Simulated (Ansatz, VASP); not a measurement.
Given: the input of a run of VASP 6.6.1 on PtSe2.

The input INCAR:

```
  PREC = Accurate
  ENCUT = 520
  EDIFF = 1E-6
  ISMEAR = -1
  SIGMA = 0.05
  LREAL = F
  LASPH = T
  NELM = 80
  ALGO = Normal
  ISIF = 2
  LWAVE = F
  LCHARG = F
  GGA = PE
  NBANDS = 18
```

File KPOINTS:

```
regular mesh
0
Gamma
  7 7 5
```

The input POSCAR:

```
PtSe2
1.0
    3.7612400000      0.0000000000      0.0000000000
   -1.8806200000      3.2573293897      0.0000000000
    0.0000000000      0.0000000000      5.0620000000
Pt Se
1 2
Direct
    0.0000000000      0.0000000000      0.0000000000
    0.6666666667      0.3333333333      0.7500000000
    0.3333333333      0.6666666667      0.2500000000
```

Potentials or basis: VASP PAW PBE potentials, release 64 (Pt, Se).

Run with:

```console
$ cat potpaw_PBE.64/Pt/POTCAR potpaw_PBE.64/Se/POTCAR > POTCAR
$ mpirun -np 1 vasp_std > vasp.out
```

Problem. Translate it to Ansatz 0.2.0. Potentials there: Ansatz PAW.

Solution. As run (the cutoff follows the program's own potentials):

File input.yaml:

```yaml
crystal:
  lattice:
    - [3.76124, 0.0, 0.0]
    - [-1.88062, 3.2573293897, 0.0]
    - [0.0, 0.0, 5.062]
  atoms:
    - { symbol: Pt, position: [0.0, 0.0, 0.0] }
    - { symbol: Se, position: [0.6666666667, 0.3333333333, 0.75] }
    - { symbol: Se, position: [0.3333333333, 0.6666666667, 0.25] }
hamiltonian:
  xc: pbe
  pseudopotentials: { kind: paw }
kpoints:
  mp_grid: { grid: [7, 7, 5] }
scf:
  occupations: { method: fermi_dirac, width: 0.05 }
output:
  forces: true
  stress: true
  eigenvalues: true
```

Potentials or basis: Ansatz PAW.

Launch:

```console
$ ansatz run input.yaml --threads 2 --pin off --max-ram 5632MiB --backend cpu --events-out ev --progress --plain --runs-dir out
```

Both were run:

|  | VASP | Ansatz | Ansatz less VASP |
| --- | --- | --- | --- |
| gap on the k mesh at the Fermi level (eV) | none | none | - |
| pressure (GPa) | 4.2 | 4.2 | +0.02 |
| traceless stress, the component that is largest in VASP (GPa) | -0.25 | -0.24 | +0.010 |
| rms of the force components (eV/Å) | 0.180 | 0.177 | -0.0026 |

Atom by atom the forces differ by 0.003 eV/Å (rms over components). A gap of «none» marks a metal or a gap that the smearing closes. VASP's potentials hold 22 valence electrons a cell and Ansatz's 50, so a difference there can come from the potentials and not from the codes.

Spin-orbit coupling is off throughout.
